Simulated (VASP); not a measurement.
# AgB2Au (Pmmm) in VASP: further runs

AgB2Au is run at these levels: PBE; tasks: single point, relaxation of cell and atoms.

Everything below comes from runs of VASP 6.6.1. Logs are shortened: lines on timing, memory, paths and dates and some standing lists are left out, and cuts for length are marked.

### Step 1. The cell of the first run

The structure is orthorhombic, space group Pmmm (No. 47). The conventional cell has a = 3.787 Å, b = 3.997 Å, c = 5.238 Å, α = 90.00°, β = 90.00°, γ = 90.00°. Ag (site symmetry mmm) has 4 B at 2.57 Å and 2 Au at 2.62 Å within 3.4 Å. Within 2.3 Å of B (site symmetry mm2) lie 1 B at 1.76 Å and 2 Au at 2.09 Å. Au (site symmetry mmm) has 4 B at 2.09 Å and 2 Ag at 2.62 Å within 2.8 Å.

### Step 2. Single point, PBE

INCAR reads:

```
SYSTEM = AgB2Au
PREC     = Accurate       ! precision mode
ENCUT    = 520            ! plane-wave cutoff, eV
EDIFF    = 1E-6           ! SCF threshold, eV
ISMEAR   = 0              ! smearing method
SIGMA    = 0.1            ! smearing width, eV
LREAL    = .False.        ! projectors in reciprocal space
LASPH    = .True.         ! aspherical terms in the spheres
NELM     = 60             ! most SCF steps
ALGO     = Normal         ! electronic algorithm
ISIF     = 2              ! what is computed and relaxed
LWAVE    = .False.        ! write WAVECAR
LCHARG   = .True.         ! write CHGCAR
GGA      = PE             ! functional
LELF     = .True.         ! ELF
LVHAR    = .True.       
NBANDS   = 22             ! bands
```

KPOINTS reads:

```
Automatic mesh
0
Gamma
  6 6 4
  0 0 0
```

POSCAR reads:

```
AgB2Au
1.0
    3.7873154169      0.0000000000      0.0000000000
    0.0000000000      3.9969453298      0.0000000000
    0.0000000000      0.0000000000      5.2376085675
Ag B Au
1 2 1
Direct
    0.5000000000      0.0000000000      0.0000000000
    0.0000000000      0.0000000000      0.6683236957
    0.0000000000      0.0000000000      0.3316763043
    0.5000000000      0.0000000000      0.5000000000
```

Potentials or basis: VASP PAW PBE potentials, release 64 (Ag, B, Au).

The run is started by

```bash
cat potpaw_PBE.64/Ag/POTCAR potpaw_PBE.64/B/POTCAR potpaw_PBE.64/Au/POTCAR > POTCAR
mpirun -np 1 vasp_std > vasp.out
```

OUTCAR:

```text
SYSTEM = AgB2Au
   PREC = Accurate
   ENCUT = 520
   EDIFF = 1E-6
   ISMEAR = 0
   LREAL = .False.
   LASPH = .True.
   NELM = 60
   ISIF = 2
   GGA = PE

 ion  position               nearest neighbor table
   1  0.500  0.000  0.000-   2 2.57   3 2.57   2 2.57   3 2.57   4 2.62   4 2.62
   2  0.000  0.000  0.668-   3 1.76   4 2.09   4 2.09   1 2.57   1 2.57
   3  0.000  0.000  0.332-   2 1.76   4 2.09   4 2.09   1 2.57   1 2.57
   4  0.500  0.000  0.500-   2 2.09   3 2.09   2 2.09   3 2.09   1 2.62   1 2.62

  LATTYP: Found a simple orthorhombic cell.
 ALAT       =     3.7873154169
 B/A-ratio  =     1.0553505293
 C/A-ratio  =     1.3829343456

  Lattice vectors:

 A1 = (   3.7873154169,   0.0000000000,   0.0000000000)
 A2 = (   0.0000000000,   3.9969453298,   0.0000000000)
 A3 = (   0.0000000000,   0.0000000000,   5.2376085675)

Analysis of symmetry for initial positions (statically):
=====================================================================
 Subroutine PRICEL returns:
 Original cell was already a primitive cell.

 Routine SETGRP: Setting up the symmetry group for a
 simple orthorhombic supercell.

 Subroutine GETGRP returns: Found  8 space group operations
 (whereof  8 operations were pure point group operations)
 out of a pool of  8 trial point group operations.

The static configuration has the point symmetry D_2h.

Analysis of symmetry for dynamics (positions and initial velocities):
=====================================================================
 Subroutine PRICEL returns:
 Original cell was already a primitive cell.

 Routine SETGRP: Setting up the symmetry group for a
 simple orthorhombic supercell.

 Subroutine GETGRP returns: Found  8 space group operations
 (whereof  8 operations were pure point group operations)
 out of a pool of  8 trial point group operations.

The dynamic configuration has the point symmetry D_2h.

 Subroutine INISYM returns: Found  8 space group operations
 (whereof  8 operations are pure point group operations),
 and found     1 'primitive' translations

----------------------------------------------------------------------------------------

                                     Primitive cell

  volume of cell :      79.2853

  direct lattice vectors                    reciprocal lattice vectors
     3.787315417  0.000000000  0.000000000     0.264039271  0.000000000  0.000000000
     0.000000000  3.996945330  0.000000000     0.000000000  0.250191063  0.000000000
     0.000000000  0.000000000  5.237608567     0.000000000  0.000000000  0.190926830

  length of vectors
     3.787315417  3.996945330  5.237608567     0.264039271  0.250191063  0.190926830

  position of ions in fractional coordinates (direct lattice)
     0.500000000  0.000000000  0.000000000
     0.000000000  0.000000000  0.668323696
     0.000000000  0.000000000  0.331676304
     0.500000000  0.000000000  0.500000000

  ion indices of the primitive-cell ions
   primitive index   ion index
                 1           1
                 2           2
                 3           3
                 4           4

----------------------------------------------------------------------------------------

 KPOINTS: Automatic mesh

Automatic generation of k-mesh.
 Grid dimensions read from file:
 generate k-points for:    6    6    4

 Generating k-lattice:

  Cartesian coordinates                     Fractional coordinates (reciprocal lattice)
     0.044006545  0.000000000  0.000000000     0.166666667  0.000000000  0.000000000
     0.000000000  0.041698510  0.000000000     0.000000000  0.166666667  0.000000000
     0.000000000  0.000000000  0.047731707     0.000000000  0.000000000  0.250000000

  Length of vectors
     0.044006545  0.041698510  0.047731707

  Shift w.r.t. Gamma in fractional coordinates (k-lattice)
     0.000000000  0.000000000  0.000000000

 Subroutine IBZKPT returns following result:
 ===========================================

 Found     48 irreducible k-points:

 Following reciprocal coordinates:
            Coordinates               Weight
  0.000000  0.000000  0.000000      1.000000
  0.166667  0.000000  0.000000      2.000000
  0.333333  0.000000  0.000000      2.000000
  0.500000  0.000000  0.000000      1.000000
  0.000000  0.166667  0.000000      2.000000
  0.166667  0.166667  0.000000      4.000000
[... 16 lines left out ...]
  0.333333  0.166667  0.250000      8.000000
  0.500000  0.166667  0.250000      4.000000
 [... further k-points ...]
   k-points           NKPTS =     48   k-points in BZ     NKDIM =     48   number of bands    NBANDS=     22
   number of dos      NEDOS =    301   number of ions     NIONS =      4
   total plane-waves  NPLWV =  33600
   dimension x,y,z NGX =    28 NGY =   30 NGZ =   40
   dimension x,y,z NGXF=    56 NGYF=   60 NGZF=   80
   ions per type =               1   2   1
   NGX,Y,Z   is equivalent  to a cutoff of  12.29, 12.48, 12.70 a.u.
   NGXF,Y,Z  is equivalent  to a cutoff of  24.58, 24.96, 25.39 a.u.
 SYSTEM =  AgB2Au
   PREC   = accura    normal or accurate (medium, high low for compatibility)
   ISTART =      0    job   : 0-new  1-cont  2-samecut
   ICHARG =      2    charge: 1-file 2-atom 10-const
   ISPIN  =      1    spin polarized calculation?
   LNONCOLLINEAR =      F non collinear calculations
   LSORBIT =      F    spin-orbit coupling
   LASPH  =      T    aspherical Exc in radial PAW
   ENCUT  =  520.0 eV  38.22 Ry    6.18 a.u.   7.04  7.43  9.74*2*pi/ulx,y,z
   NELM   =     60;   NELMIN=  2; NELMDL= -5     # of ELM steps
   EDIFF  = 0.1E-05   stopping-criterion for ELM
   LREAL  =      F    real-space projection
   EDIFFG = 0.1E-04   stopping-criterion for IOM
   NSW    =      0    number of steps for IOM
   IBRION =     -1    ionic relax: 0-MD 1-quasi-New 2-CG
   NFREE  =      0    steps in history (QN), initial steepest desc. (CG)
   ISIF   =      2    stress and relaxation
   ISYM   =      2    0-nonsym 1-usesym 2-fastsym
   POTIM  = 0.5000    time-step for ionic-motion
   TEBEG  =    0.0;   TEEND  =   0.0 temperature during run
   PSTRESS=    0.0 pullay stress
   NELECT =      28.0000    total number of electrons
   NUPDOWN=      -1.0000    fix difference up-down
   EMIN   =  10.00;   EMAX   =-10.00  energy-range for DOS
   EFERMI =   0.00;   METHOD = LEGACY
   ISMEAR =     0;   SIGMA  =   0.10  broadening in eV -4-tet -1-fermi 0-gaus
   EFERMI_NEDOS =   21; number of points for ismear=-14 and -15
   IALGO  =     38    algorithm
   IMIX   =      4    mixing-type and parameters
     AMIX     =   0.40;   BMIX     =  1.00
     AMIX_MAG =   1.60;   BMIX_MAG =  1.00
  volume/ion in A,a.u.               =      19.82       133.76
  Fermi-wavevector in a.u.,A,eV,Ry     =   1.157168  2.186731 18.218731  1.339039
  Thomas-Fermi vector in A             =   2.293782
   LORBIT       =      0    0 simple, 1 ext, 2 COOP (PROOUT), +10 PAW based schemes
   GGA     = PE    functional components
   LHFCALC =     F    Hartree Fock is set to
   AEXX    =    0.0000 exact exchange contribution
   IVDW    =     0    specifies the selected vdW correction
   LEPSILON=     F    determine dielectric tensor
   LRPA    =     F    only Hartree local field effects (RPA)
 non-spin polarized calculation
 Gauss-broadening in eV      SIGMA  =   0.10
  energy-cutoff  :      520.00
  volume of cell :       79.29
 maximum number of plane-waves:      2158
   NGX = 15   NGY = 15   NGZ = 19

 number of electron      27.9999998 magnetization

 Free energy of the ion-electron system (eV)
  ---------------------------------------------------
  ext. energy  EPLUGINS =         0.00000000
  ---------------------------------------------------
  free energy    TOTEN  =       -15.21464745 eV

  energy without entropy =      -15.20580779  energy(sigma->0) =      -15.21022762

 E-fermi :   3.4424     XC(G=0):  -9.2949

 val. band max:        3.4235341585   @ k =   0.1667   0.3333   0.0000
 cond. band min:       3.4521250291   @ k =   0.3333   0.5000   0.5000
 fundamental gap:      0.0285908706
 Fermi energy:         3.4423752183

 k-point     1 :       0.0000    0.0000    0.0000
  band No.  band energies     occupation
      1      -8.3148      2.00000
      2      -4.1761      2.00000
      3      -4.0893      2.00000
      4      -2.2006      2.00000
      5      -1.8655      2.00000
      6      -1.6854      2.00000
[... 14 lines left out ...]
     21      11.2931      0.00000
     22      11.4045      0.00000

 k-point     2 :       0.1667    0.0000    0.0000
  band No.  band energies     occupation
      1      -7.9301      2.00000
      2      -4.3007      2.00000
      3      -4.0758      2.00000
      4      -2.1645      2.00000
      5      -1.9791      2.00000
      6      -1.8018      2.00000
[... 14 lines left out ...]
     21      11.4170      0.00000
     22      11.8359      0.00000

 k-point     3 :       0.3333    0.0000    0.0000
  band No.  band energies     occupation
      1      -6.8167      2.00000
      2      -4.6281      2.00000
      3      -3.9350      2.00000
      4      -2.5848      2.00000
      5      -2.4352      2.00000
      6      -2.0902      2.00000
[... 14 lines left out ...]
     21      12.2747      0.00000
     22      12.2946      0.00000

 k-point     4 :       0.5000    0.0000    0.0000
  band No.  band energies     occupation
      1      -5.4413      2.00000
      2      -4.7628      2.00000
      3      -4.6476      2.00000
      4      -3.4957      2.00000
      5      -2.6234      2.00000
      6      -2.0521      2.00000
[... 14 lines left out ...]
     21      12.2787      0.00000
     22      12.5307      0.00000

 k-point     5 :       0.0000    0.1667    0.0000
  band No.  band energies     occupation
      1      -8.2792      2.00000
      2      -4.1568      2.00000
      3      -4.0849      2.00000
      4      -2.2658      2.00000
      5      -1.8048      2.00000
      6      -1.7159      2.00000
[... 14 lines left out ...]
     21      11.3272      0.00000
     22      12.1744      0.00000

 k-point     6 :       0.1667    0.1667    0.0000
  band No.  band energies     occupation
      1      -7.8937      2.00000
      2      -4.2916      2.00000
      3      -4.0601      2.00000
      4      -2.2243      2.00000
      5      -2.0590      2.00000
      6      -1.6936      2.00000
[... 14 lines left out ...]
     21      12.0727      0.00000
     22      12.1641      0.00000

 k-point     7 :       0.3333    0.1667    0.0000
  band No.  band energies     occupation
      1      -6.7773      2.00000
      2      -4.6141      2.00000
      3      -3.9237      2.00000
      4      -2.6266      2.00000
      5      -2.4291      2.00000
      6      -2.1419      2.00000
[... 324 lines left out ...]
      6      -1.8298      2.00000
[... 14 lines left out ...]
     21      11.7115      0.00000
     22      12.7770      0.00000

 k-point    21 :       0.0000    0.1667    0.2500
  band No.  band energies     occupation
      1      -8.2245      2.00000
      2      -3.9150      2.00000
      3      -3.7736      2.00000
      4      -2.1784      2.00000
      5      -2.0200      2.00000
      6      -1.7025      2.00000
[... 14 lines left out ...]
     21      11.1364      0.00000
     22      12.0138      0.00000

 k-point    22 :       0.1667    0.1667    0.2500
  band No.  band energies     occupation
      1      -7.8389      2.00000
      2      -4.1809      2.00000
      3      -3.6130      2.00000
      4      -2.0614      2.00000
      5      -2.0015      2.00000
      6      -1.8213      2.00000
[... 14 lines left out ...]
     21      12.1215      0.00000
     22      12.4033      0.00000

 k-point    23 :       0.3333    0.1667    0.2500
  band No.  band energies     occupation
      1      -6.7280      2.00000
      2      -4.4929      2.00000
      3      -3.4369      2.00000
      4      -2.7264      2.00000
      5      -2.4586      2.00000
      6      -1.9222      2.00000
[... 14 lines left out ...]
     21      11.9391      0.00000
     22      12.4143      0.00000

 k-point    24 :       0.5000    0.1667    0.2500
  band No.  band energies     occupation
      1      -5.4250      2.00000
      2      -4.5930      2.00000
      3      -4.3887      2.00000
      4      -3.1902      2.00000
      5      -2.6742      2.00000
      6      -1.8790      2.00000
[... 14 lines left out ...]
     21      11.9136      0.00000
     22      12.1459      0.00000

 [... further k-points ...]

------------------------ aborting loop because EDIFF is reached ----------------------------------------

  FORCE on cell =-STRESS in cart. coord.  units (eV):
  Direction    XX          YY          ZZ          XY          YZ          ZX
  --------------------------------------------------------------------------------------
  -------------------------------------------------------------------------------------
  Total       -0.1604490      0.1514730     -0.1431101      0.0000000      0.0000000      0.0000000
  in kB       -3.2423121      3.0609272     -2.8919316      0.0000000      0.0000000      0.0000000
  external PRESSURE =      -1.0244389 kB  Pullay stress =       0.0000000 kB

 VOLUME and BASIS-vectors are now :
 -----------------------------------------------------------------------------
  energy-cutoff  :      520.00
  volume of cell :       79.29
      direct lattice vectors                 reciprocal lattice vectors
     3.787315417  0.000000000  0.000000000     0.264039271  0.000000000  0.000000000
     0.000000000  3.996945330  0.000000000     0.000000000  0.250191063  0.000000000
     0.000000000  0.000000000  5.237608567     0.000000000  0.000000000  0.190926830

 POSITION                                       TOTAL-FORCE (eV/Angst)
 -----------------------------------------------------------------------------------
      1.89366      0.00000      0.00000         0.000000      0.000000      0.000000
      0.00000      0.00000      3.50042         0.000000      0.000000     -0.016475
      0.00000      0.00000      1.73719        -0.000000      0.000000      0.016475
      1.89366      0.00000      2.61880         0.000000      0.000000      0.000000
 -----------------------------------------------------------------------------------
    total drift:                                0.000000      0.000000     -0.000000

  FREE ENERGIE OF THE ION-ELECTRON SYSTEM (eV)
  ---------------------------------------------------
  free  energy   TOTEN  =       -15.2146474475 eV

  energy  without entropy=      -15.2058077899  energy(sigma->0) =      -15.21022762
```

Run time: 76 s. Hardware: 1 thread of Intel Xeon Platinum 8259CL at 2.50GHz (Skylake/Cascade Lake), shared host; peak memory 0.24 GiB.

What came out:

```yaml
Free_energy: -15.2146 eV
Pressure: -0.1 GPa
Largest_force: 0.016 eV/Å
Band_gap_on_the_k_mesh: zero (band 14 reaches 3.81 eV, above the bottom of band 15 at 2.76 eV)
```

Forces on the atoms (eV/Å):
```
Ag   0.000  0.000  0.000
B    0.000  0.000 -0.016
B    0.000  0.000  0.016
Au   0.000  0.000  0.000
```

Stress tensor (GPa, compression positive):
```
-0.32  0.00  0.00
 0.00  0.31  0.00
 0.00  0.00 -0.29
```

Caveat: spin-orbit coupling is left out, which moves the levels of the heavy elements.

(Continued in part 2 of 2.)
